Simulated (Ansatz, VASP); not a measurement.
Ir in VASP and in Ansatz

The input INCAR:

```
ALGO = Normal ; EDIFF = 1E-6
EDIFFG = -0.01 ; ENCUT = 600
GGA = PS ; IBRION = 2
ISIF = 3 ; ISMEAR = -1
LASPH = T ; LCHARG = F
LREAL = F ; LWAVE = F
NELM = 80 ; NSW = 60
PREC = Accurate ; SIGMA = 0.05
```

KPOINTS

```
k-points
0
Gamma
  11 11 6
```

POSCAR

```
Ir
1.0
    2.7513778946      0.0000000000      0.0000000000
   -1.3756889473      2.3827631521      0.0000000000
    0.0000000000      0.0000000000      4.4622900000
Ir
2
Direct
    0.3333333333      0.6666666667      0.2500000000
    0.6666666667      0.3333333333      0.7500000000
```

File input.yaml:

```yaml
crystal:
  lattice:
    - [2.7513778946, 0.0, 0.0]
    - [-1.3756889473, 2.3827631521, 0.0]
    - [0.0, 0.0, 4.46229]
  atoms:
    - { symbol: Ir, position: [0.3333333333, 0.6666666667, 0.25] }
    - { symbol: Ir, position: [0.6666666667, 0.3333333333, 0.75] }
hamiltonian:
  xc: pbesol
  pseudopotentials: { kind: paw }
kpoints:
  mp_grid: { grid: [11, 11, 6] }
scf:
  occupations: { method: fermi_dirac, width: 0.05 }
output:
  forces: true
  stress: true
  eigenvalues: true
  write_density: true
  write_potential: true
  elf: true
  volumetric_format: npy
relax:
  f_tol: 0.01
  max_steps: 40
  cell: { stress_tol: 0.05 }
```

Alike in both runs: task relaxation of cell and atoms; functional PBEsol; k mesh 11 × 11 × 6; occupations fermi-dirac, width 0.05 eV; no spin polarisation.

```csv
,VASP,Ansatz
version,VASP 6.6.1,Ansatz 0.2.0
potentials or method,"VASP PAW PBE potentials, release 64 (Ir)",Ansatz PAW
plane-wave cutoff (eV),600,420
valence electrons in the cell,18,34
```

Ansatz gave:

| Quantity | Value |
| --- | --- |
| gap on the k mesh at the Fermi level, each at its own relaxed structure (eV) | none |
| relaxed volume (Å³/atom) | 14.12 |
| relaxed cell length with the largest relative difference (Å) | 4.408 |

Problem. Which values does VASP return?

Solution. gap on the k mesh at the Fermi level, each at its own relaxed structure (eV): none; relaxed volume (Å³/atom): 14.15; relaxed cell length with the largest relative difference (Å): 4.412.

VASP's potentials were made for PBE, not for PBEsol. A gap of «none» marks a metal or a gap that the smearing closes. VASP's potentials hold 18 valence electrons a cell and Ansatz's 34, so a difference there can come from the potentials and not from the codes.

Spin-orbit coupling is off throughout. Noted on Ansatz's run: the plane-wave basis is chosen anew once the cell has moved, so the energies of steps on either side of that aren't comparable.
